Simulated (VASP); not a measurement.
Set up this calculation in VASP 6.6.1, as the native input.

* Task: single point
* Functional: PBE
* Potentials or basis: VASP PAW PBE potentials, release 64 (Ga_d, N)
* Cutoff: 520 eV
* k mesh: 8 × 6 × 2
* Occupations: gaussian, width 0.05 eV
* Spin: no spin polarisation
* Dipole correction: no
* Further INCAR settings: LREAL = Auto; ALGO = Normal; EDIFF = 1e-06; NBANDS = 86

The structure of GaN (an interface model) lies in POSCAR:

```
GaN
1.0
    3.2162589205      0.0000000000      0.0000000000
    0.0000000000      4.5484769855      0.0000000000
    0.0000000000      0.0000000000     12.8650356821
Ga N
8 8
Direct
    0.0000000000      0.0000000000      0.0000000000
    0.5000000000      0.5000000000      0.1250000000
    0.0000000000      0.0000000000      0.2500000000
    0.5000000000      0.5000000000      0.3750000000
    0.0000000000      0.2500000000      0.6250000000
    0.5000000000      0.7500000000      0.5000000000
    0.0000000000      0.2500000000      0.8750000000
    0.5000000000      0.7500000000      0.7500000000
    0.0000000000      0.2500000000      0.1250000000
    0.5000000000      0.7500000000      0.0000000000
    0.0000000000      0.2500000000      0.3750000000
    0.5000000000      0.7500000000      0.2500000000
    0.0000000000      0.0000000000      0.5000000000
    0.5000000000      0.5000000000      0.6250000000
    0.0000000000      0.0000000000      0.7500000000
    0.5000000000      0.5000000000      0.8750000000
```

These files were run (other wordings do the same):

INCAR

```
  PREC = Accurate
  ENCUT = 520
  EDIFF = 1E-6
  ISMEAR = 0
  SIGMA = 0.05
  LREAL = Auto
  LASPH = T
  NELM = 80
  ALGO = Normal
  ISIF = 2
  LWAVE = F
  LCHARG = T
  GGA = PE
  LELF = T
  LVHAR = T
  NBANDS = 86
```

KPOINTS

```
regular mesh
0
Gamma
  8 6 2
```

Potentials or basis: VASP PAW PBE potentials, release 64 (Ga_d, N).

Command:

```sh
$ cat potpaw_PBE.64/Ga_d/POTCAR potpaw_PBE.64/N/POTCAR > POTCAR
$ mpirun -np 1 vasp_std > vasp.out
```

Results of the run:

- Pressure: 12.7 GPa
- Largest force: 7.077 eV/Å
- Band gap on the k mesh: 0.15 eV (least direct gap 0.18 eV)

Run time: 31 min on 1 thread of Intel Xeon 8259CL, with other jobs on the host, peak memory 0.53 GiB.
